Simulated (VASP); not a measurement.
Input of a VASP 6.6.1 run:

File INCAR:

```
SYSTEM = Ca
ALGO = Fast
EDIFF = 1E-6
ENCUT = 520
GGA = PE
ISIF = 2
ISMEAR = 0
LASPH = .True.
LCHARG = .False.
LREAL = .False.
LWAVE = .False.
NBANDS = 11
NELM = 60
PREC = Accurate
SIGMA = 0.15
```

File KPOINTS:

```
k-points
0
Gamma
  16 16 16
  0 0 0
```

POSCAR

```
Ca
1.0
    0.0000000000      3.1365413478      2.2175347329
    3.1365413478      0.0000000000      2.2175347329
    3.1365413478      3.1365413478      0.0000000000
Ca
1
Direct
    0.0000000000      0.0000000000      0.0000000000
```

Potentials or basis: VASP PAW PBE potentials, release 64 (Ca_sv).

The run is started by

```sh
$ cat potpaw_PBE.64/Ca_sv/POTCAR > POTCAR
$ mpirun -np 1 vasp_std > vasp.out
```

Q: Estimate the band gap on the k mesh.

A: Zero (band 5 reaches 2.22 eV, above the bottom of band 6 at 1.82 eV).

Q: What does it give for the pressure?

A: -0.5 GPa.
